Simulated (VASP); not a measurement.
# Zr2TeSe (R-3m) in VASP: further runs, part 2 of 2

VASP 6.6.1.

## (5) Single point, PBE, collinear spin

The input, INCAR:

```
SYSTEM = Zr2TeSe
PREC     = Accurate       ! precision mode
ENCUT    = 520            ! plane-wave cutoff, eV
EDIFF    = 1E-7           ! SCF threshold, eV
ISMEAR   = 0              ! smearing method
SIGMA    = 0.1            ! smearing width, eV
LREAL    = .FALSE.        ! projectors in reciprocal space
LASPH    = .TRUE.         ! aspherical terms in the spheres
NELM     = 150            ! most SCF steps
ALGO     = Normal         ! electronic algorithm
ISIF     = 2              ! what is computed and relaxed
LWAVE    = .FALSE.        ! write WAVECAR
LCHARG   = .FALSE.        ! write CHGCAR
ISPIN    = 2              ! spin polarisation
MAGMOM   = 1 1 0 0        ! initial moments
LORBIT   = 11             ! projections on sites
LMAXMIX  = 4              ! l up to which the mixer works
GGA      = PE             ! functional
NBANDS   = 30             ! bands
```

The input, KPOINTS:

```
regular mesh
0
G
  6 6 6
  0 0 0
```

The input, POSCAR:

```
Zr2TeSe
1.0
    2.0412252864      1.1785019686      6.4952885451
   -2.0412252864      1.1785019686      6.4952885451
    0.0000000000     -2.3570039371      6.4952885451
Zr Te Se
2 1 1
Direct
    0.7283637835      0.7283637835      0.7283637835
    0.2716362165      0.2716362165      0.2716362165
    0.5000000000      0.5000000000      0.5000000000
    0.0000000000      0.0000000000      0.0000000000
```

Potentials or basis: VASP PAW PBE potentials, release 64 (Zr_sv, Te, Se).

Command:

```bash
$ cat potpaw_PBE.64/Zr_sv/POTCAR potpaw_PBE.64/Te/POTCAR potpaw_PBE.64/Se/POTCAR > POTCAR
$ mpirun -np 1 vasp_std > vasp.out
```

OUTCAR:

```text
SYSTEM = Zr2TeSe
   PREC = Accurate
   ENCUT = 520
   EDIFF = 1E-7
   ISMEAR = 0
   LREAL = .FALSE.
   LASPH = .TRUE.
   NELM = 150
   ISIF = 2
   ISPIN = 2
   LORBIT = 11
   GGA = PE

 ion  position               nearest neighbor table
   1  0.728  0.728  0.728-   4 2.65   4 2.65   4 2.65   3 3.12   3 3.12   3 3.12   2 3.37   2 3.37
                             2 3.37
   2  0.272  0.272  0.272-   4 2.65   4 2.65   4 2.65   3 3.12   3 3.12   3 3.12   1 3.37   1 3.37
                             1 3.37
   3  0.500  0.500  0.500-   2 3.12   1 3.12   2 3.12   2 3.12   1 3.12   1 3.12
   4  0.000  0.000  0.000-   1 2.65   2 2.65   1 2.65   1 2.65   2 2.65   2 2.65

  LATTYP: Found a trigonal (rhomboedric) cell.
 ALAT       =     6.9097207501
 COS(alpha) =     0.8254616433

  Lattice vectors:

 A1 = (   2.0412252864,   1.1785019686,   6.4952885451)
 A2 = (  -2.0412252864,   1.1785019686,   6.4952885451)
 A3 = (   0.0000000000,  -2.3570039371,   6.4952885451)

Analysis of symmetry for initial positions (statically):
=====================================================================
 Subroutine PRICEL returns:
 Original cell was already a primitive cell.

 Routine SETGRP: Setting up the symmetry group for a
 trigonal (rhombohedral) supercell.

 Subroutine GETGRP returns: Found 12 space group operations
 (whereof 12 operations were pure point group operations)
 out of a pool of 12 trial point group operations.

The static configuration has the point symmetry D_3d.

Analysis of symmetry for dynamics (positions and initial velocities):
=====================================================================
 Subroutine PRICEL returns:
 Original cell was already a primitive cell.

 Routine SETGRP: Setting up the symmetry group for a
 trigonal (rhombohedral) supercell.

 Subroutine GETGRP returns: Found 12 space group operations
 (whereof 12 operations were pure point group operations)
 out of a pool of 12 trial point group operations.

The dynamic configuration has the point symmetry D_3d.

Analysis of structural, dynamic, and magnetic symmetry:
=====================================================================
[... 169 lines left out ...]
 fundamental gap:      0.0281014897
 Fermi energy:         9.1119911117

 spin component 1

 k-point     1 :       0.0000    0.0000    0.0000
  band No.  band energies     occupation
      1     -40.7437      1.00000
      2     -40.7010      1.00000
      3     -18.9556      1.00000
      4     -18.8239      1.00000
      5     -18.8239      1.00000
      6     -18.7525      1.00000
[... 781 lines left out ...]
     29      14.7600      0.00000
     30      16.3536      0.00000

 [... further k-points ...]

 spin component 2

 k-point     1 :       0.0000    0.0000    0.0000
  band No.  band energies     occupation
      1     -40.7436      1.00000
      2     -40.7010      1.00000
      3     -18.9556      1.00000
      4     -18.8239      1.00000
      5     -18.8239      1.00000
      6     -18.7525      1.00000
[... 781 lines left out ...]
     29      14.7600      0.00000
     30      16.3536      0.00000

 [... further k-points ...]

------------------------ aborting loop because EDIFF is reached ----------------------------------------

  FORCE on cell =-STRESS in cart. coord.  units (eV):
  Direction    XX          YY          ZZ          XY          YZ          ZX
  --------------------------------------------------------------------------------------
  -------------------------------------------------------------------------------------
  Total        0.0468541      0.0468541     -0.0198050      0.0000000     -0.0000000     -0.0000000
  in kB        0.8007323      0.8007323     -0.3384658      0.0000000     -0.0000000     -0.0000000
  external PRESSURE =       0.4209996 kB  Pullay stress =       0.0000000 kB

 VOLUME and BASIS-vectors are now :
 -----------------------------------------------------------------------------
  energy-cutoff  :      520.00
  volume of cell :       93.75
      direct lattice vectors                 reciprocal lattice vectors
     2.041225286  1.178501969  6.495288545     0.244950914  0.141422476  0.051319249
    -2.041225286  1.178501969  6.495288545    -0.244950914  0.141422476  0.051319249
     0.000000000 -2.357003937  6.495288545     0.000000000 -0.282844953  0.051319249

 POSITION                                       TOTAL-FORCE (eV/Angst)
 -----------------------------------------------------------------------------------
      0.00000      0.00000     14.19280        -0.000000      0.000000      0.019468
      0.00000      0.00000      5.29307        -0.000000     -0.000000     -0.019468
      0.00000      0.00000      9.74293        -0.000000     -0.000000      0.000000
      0.00000      0.00000      0.00000         0.000000     -0.000000      0.000000
 -----------------------------------------------------------------------------------
    total drift:                               -0.000000      0.000000     -0.000000

  FREE ENERGIE OF THE ION-ELECTRON SYSTEM (eV)
  ---------------------------------------------------
  free  energy   TOTEN  =       -27.2478458058 eV

  energy  without entropy=      -27.2364292948  energy(sigma->0) =      -27.24213755

 total charge

# of ion       s       p       d       tot
------------------------------------------
    1        2.128   5.954   1.736   9.818
    2        2.128   5.954   1.736   9.818
    3        1.337   2.085   0.031   3.453
    4        1.429   2.480   0.114   4.023
--------------------------------------------------
tot          7.022  16.472   3.618  27.113

 magnetization (x)

# of ion       s       p       d       tot
------------------------------------------
    1        0.000   0.000   0.000   0.000
    2        0.000   0.000   0.000   0.000
    3       -0.000  -0.000   0.000  -0.000
    4       -0.000  -0.000   0.000  -0.000
--------------------------------------------------
tot          0.000  -0.000   0.000   0.000
```

OSZICAR:

```text
N       E                     dE             d eps       ncg     rms          rms(c)
DAV:   1     0.280716817137E+03    0.28072E+03   -0.17566E+04  3840   0.112E+03
DAV:   2    -0.652780082777E+01   -0.28724E+03   -0.27869E+03  4444   0.310E+02
DAV:   3    -0.269649179033E+02   -0.20437E+02   -0.20117E+02  6298   0.655E+01
DAV:   4    -0.282592516682E+02   -0.12943E+01   -0.12862E+01  5352   0.142E+01
DAV:   5    -0.283067142665E+02   -0.47463E-01   -0.47459E-01  5456   0.221E+00    0.179E+01
DAV:   6    -0.272345945678E+02    0.10721E+01   -0.27656E+00  4404   0.840E+00    0.742E+00
DAV:   7    -0.272378347032E+02   -0.32401E-02   -0.61428E-01  5394   0.369E+00    0.427E+00
DAV:   8    -0.272484572610E+02   -0.10623E-01   -0.43996E-02  5178   0.106E+00    0.156E+00
DAV:   9    -0.272467784095E+02    0.16789E-02   -0.13723E-02  4596   0.641E-01    0.484E-01
DAV:  10    -0.272477568487E+02   -0.97844E-03   -0.28262E-03  4792   0.324E-01    0.158E-01
DAV:  11    -0.272478015813E+02   -0.44733E-04   -0.31755E-04  5078   0.967E-02    0.872E-02
DAV:  12    -0.272478415164E+02   -0.39935E-04   -0.52578E-05  5018   0.421E-02    0.309E-02
DAV:  13    -0.272478477981E+02   -0.62817E-05   -0.16554E-05  4952   0.234E-02    0.108E-02
DAV:  14    -0.272478467210E+02    0.10772E-05   -0.20616E-06  4514   0.899E-03    0.497E-03
DAV:  15    -0.272478458825E+02    0.83848E-06   -0.43155E-07  4598   0.401E-03    0.137E-03
DAV:  16    -0.272478458058E+02    0.76750E-07   -0.39188E-08  2796   0.132E-03
   1 F= -.27247846E+02 E0= -.27242138E+02  d E =-.114165E-01  mag=     0.0000
```

It took 12 min on 1 thread of Intel Xeon 6975P-C (Granite Rapids), shared host; peak memory 0.57 GiB.

What came out:

```yaml
Free_energy: -27.2478 eV
Pressure: 0.0 GPa
Largest_force: 0.019 eV/Å
Band_gap_on_the_k_mesh: zero (filled and empty bands overlap)
Net_moment: 0.00 μB per cell
Valence_electrons_inside_the_program's_atomic_spheres: Zr 9.82; Te 3.45; Se 4.02
```

Forces on the atoms (eV/Å):
```
Zr   0.000  0.000  0.019
Zr   0.000  0.000 -0.019
Te   0.000  0.000  0.000
Se   0.000  0.000  0.000
```

Caveat: spin-orbit coupling is left out, which moves the levels of the heavy elements.

## (6) Single point, PBE

This run uses another cell than the first one, of 23.23 Å³/atom.

The input, INCAR:

```
PREC = Accurate
ENCUT = 520
EDIFF = 1E-6
ISMEAR = 0
SIGMA = 0.1
LREAL = False
LASPH = True
NELM = 60
ALGO = Normal
ISIF = 2
LWAVE = False
LCHARG = False
GGA = PE
NBANDS = 26
```

The input, KPOINTS:

```
Automatic mesh
0
Gamma
  12 12 12
```

The input, POSCAR:

```
Zr2TeSe
1.0
    2.0121016597      1.1616874349      6.6265603961
   -2.0121016597      1.1616874349      6.6265603961
    0.0000000000     -2.3233748697      6.6265603961
Zr Te Se
2 1 1
Direct
    0.7303087118      0.7303087118      0.7303087118
    0.2696912882      0.2696912882      0.2696912882
    0.5000000000      0.5000000000      0.5000000000
    0.0000000000      0.0000000000      0.0000000000
```

Potentials or basis: VASP PAW PBE potentials, release 64 (Zr_sv, Te, Se).

Command:

```bash
$ cat potpaw_PBE.64/Zr_sv/POTCAR potpaw_PBE.64/Te/POTCAR potpaw_PBE.64/Se/POTCAR > POTCAR
$ mpirun -np 1 vasp_std > vasp.out
```

OUTCAR:

```text
PREC = Accurate
   ENCUT = 520
   EDIFF = 1E-6
   ISMEAR = 0
   LREAL = False
   LASPH = True
   NELM = 60
   ISIF = 2
   GGA = PE

 ion  position               nearest neighbor table
   1  0.730  0.730  0.730-   4 2.65   4 2.65   4 2.65   3 3.10   3 3.10   3 3.10   2 3.44   2 3.44
                             2 3.44
   2  0.270  0.270  0.270-   4 2.65   4 2.65   4 2.65   3 3.10   3 3.10   3 3.10   1 3.44   1 3.44
                             1 3.44
   3  0.500  0.500  0.500-   2 3.10   1 3.10   2 3.10   2 3.10   1 3.10   1 3.10
   4  0.000  0.000  0.000-   1 2.65   2 2.65   1 2.65   1 2.65   2 2.65   2 2.65

  LATTYP: Found a trigonal (rhomboedric) cell.
 ALAT       =     7.0220633341
 COS(alpha) =     0.8357897169

  Lattice vectors:

 A1 = (   2.0121016597,   1.1616874349,   6.6265603961)
 A2 = (  -2.0121016597,   1.1616874349,   6.6265603961)
 A3 = (   0.0000000000,  -2.3233748697,   6.6265603961)

Analysis of symmetry for initial positions (statically):
=====================================================================
 Subroutine PRICEL returns:
 Original cell was already a primitive cell.

[... 175 lines left out ...]

 val. band max:        9.2583164844   @ k =   0.3333   0.2500   0.0833
 cond. band min:       9.2610622552   @ k =   0.3333   0.2500   0.1667
 fundamental gap:      0.0027457709
 Fermi energy:         9.2594400423

 k-point     1 :       0.0000    0.0000    0.0000
  band No.  band energies     occupation
      1     -40.6296      2.00000
      2     -40.5958      2.00000
      3     -18.8361      2.00000
      4     -18.7003      2.00000
      5     -18.7003      2.00000
      6     -18.6483      2.00000
[... 685 lines left out ...]
     25      11.7917      0.00000
     26      13.1614      0.00000

 [... further k-points ...]

------------------------ aborting loop because EDIFF is reached ----------------------------------------

  FORCE on cell =-STRESS in cart. coord.  units (eV):
  Direction    XX          YY          ZZ          XY          YZ          ZX
  --------------------------------------------------------------------------------------
  -------------------------------------------------------------------------------------
  Total        0.0568149      0.0568149      0.0720804      0.0000000      0.0000000     -0.0000000
  in kB        0.9794772      0.9794772      1.2426518      0.0000000      0.0000000     -0.0000000
  external PRESSURE =       1.0672021 kB  Pullay stress =       0.0000000 kB

 VOLUME and BASIS-vectors are now :
 -----------------------------------------------------------------------------
  energy-cutoff  :      520.00
  volume of cell :       92.93
      direct lattice vectors                 reciprocal lattice vectors
     2.012101660  1.161687435  6.626560396     0.248496391  0.143469458  0.050302618
    -2.012101660  1.161687435  6.626560396    -0.248496391  0.143469458  0.050302618
     0.000000000 -2.323374870  6.626560396     0.000000000 -0.286938916  0.050302618

 POSITION                                       TOTAL-FORCE (eV/Angst)
 -----------------------------------------------------------------------------------
      0.00000      0.00000     14.51830         0.000000      0.000000      0.019308
      0.00000      0.00000      5.36138         0.000000     -0.000000     -0.019308
      0.00000      0.00000      9.93984         0.000000     -0.000000      0.000000
      0.00000      0.00000      0.00000         0.000000      0.000000      0.000000
 -----------------------------------------------------------------------------------
    total drift:                               -0.000000     -0.000000      0.000000

  FREE ENERGIE OF THE ION-ELECTRON SYSTEM (eV)
  ---------------------------------------------------
  free  energy   TOTEN  =       -27.2365486763 eV

  energy  without entropy=      -27.2237778215  energy(sigma->0) =      -27.23016325
```

OSZICAR:

```text
N       E                     dE             d eps       ncg     rms          rms(c)
DAV:   1     0.286515183196E+03    0.28652E+03   -0.17982E+04  9844   0.130E+03
DAV:   2    -0.626239656377E+01   -0.29278E+03   -0.28608E+03 11752   0.345E+02
DAV:   3    -0.271984214910E+02   -0.20936E+02   -0.20711E+02 16538   0.739E+01
DAV:   4    -0.285054325678E+02   -0.13070E+01   -0.13014E+01 13676   0.164E+01
DAV:   5    -0.285604483960E+02   -0.55016E-01   -0.55005E-01 14528   0.265E+00    0.171E+01
DAV:   6    -0.272939281047E+02    0.12665E+01   -0.35870E+00 11198   0.968E+00    0.696E+00
DAV:   7    -0.272437765988E+02    0.50152E-01   -0.64978E-01 15950   0.369E+00    0.208E+00
DAV:   8    -0.272386694652E+02    0.51071E-02   -0.94581E-02 11770   0.171E+00    0.363E-01
DAV:   9    -0.272363677283E+02    0.23017E-02   -0.13508E-02 11928   0.630E-01    0.168E-01
DAV:  10    -0.272365229635E+02   -0.15524E-03   -0.70406E-04 14410   0.167E-01    0.717E-02
DAV:  11    -0.272365479040E+02   -0.24941E-04   -0.94398E-05 13272   0.624E-02    0.259E-02
DAV:  12    -0.272365505949E+02   -0.26909E-05   -0.61431E-06 12186   0.163E-02    0.832E-03
DAV:  13    -0.272365491440E+02    0.14509E-05   -0.44351E-07  6306   0.472E-03    0.187E-03
DAV:  14    -0.272365486763E+02    0.46771E-06   -0.17675E-07  5846   0.289E-03
   1 F= -.27236549E+02 E0= -.27230163E+02  d E =-.127709E-01
```

stdout:

```text
POSCAR found type information on POSCAR ZrTeSe
 POSCAR found :  3 types and       4 ions
 scaLAPACK will be used
 LDA part: xc-table for (Slater+PW92), standard interpolation
 POSCAR, INCAR and KPOINTS ok, starting setup
 FFT: planning ... GRIDC
 FFT: planning ... GRID_SOFT
 FFT: planning ... GRID
 WAVECAR not read
 entering main loop
```

It took 20 min on 1 thread of Intel Xeon 6975P-C (Granite Rapids), shared host; peak memory 0.7 GiB.

Results:

```yaml
Free_energy: -27.2365 eV
Pressure: 0.1 GPa
Largest_force: 0.019 eV/Å
Band_gap_on_the_k_mesh: zero (bands 18 and 19 overlap by 0.80 eV)
```

Forces on the atoms (eV/Å):
```
Zr   0.000  0.000  0.019
Zr   0.000  0.000 -0.019
Te   0.000  0.000  0.000
Se   0.000  0.000  0.000
```

Caveat: spin-orbit coupling is left out, which moves the levels of the heavy elements.

## (7) Overview

| task | spin | cell | k mesh | cutoff (eV) | gap on the mesh (eV) | pressure (GPa) | largest force (eV/Å) |
| --- | --- | --- | --- | --- | --- | --- | --- |
| single point | off | a = 6.910 Å, angles 34.4°, 4 atoms, atomic positions A | 6 × 6 × 6 | 520 | none | 0.0 | 0.02 |
| single point | off | a = 7.565 Å, angles 31.2°, 4 atoms, atomic positions B | 6 × 6 × 6 | 520 | none | -8.8 | 1.15 |
| relaxation of cell and atoms | off | relaxed from a = 7.565 Å, angles 31.2°, 4 atoms, atomic positions B | 6 × 6 × 6 | 600 | none | 0.0 | - |
| single point | collinear | a = 6.910 Å, angles 34.4°, 4 atoms, atomic positions A | 6 × 6 × 6 | 520 | none | 0.0 | 0.02 |
| single point | off | a = 7.022 Å, angles 33.3°, 4 atoms, atomic positions C | 12 × 12 × 12 | 520 | none | 0.1 | 0.02 |

Alike in all rows: level PBE; potentials or basis VASP PAW PBE potentials, release 64 (Zr_sv, Te, Se); smearing gaussian 0.1 eV.

Caveats: spin-orbit coupling is left out, which moves the levels of the heavy elements; the cell stands under tension (at least some runs); forces of over 1 eV/Å act on the atoms, so gaps and moduli don't describe the material at rest (at least some runs).

Absolute energies hang on the potentials; compare differences alone.

The gap in the log of VASP goes by the Fermi energy; the results here count the filled bands.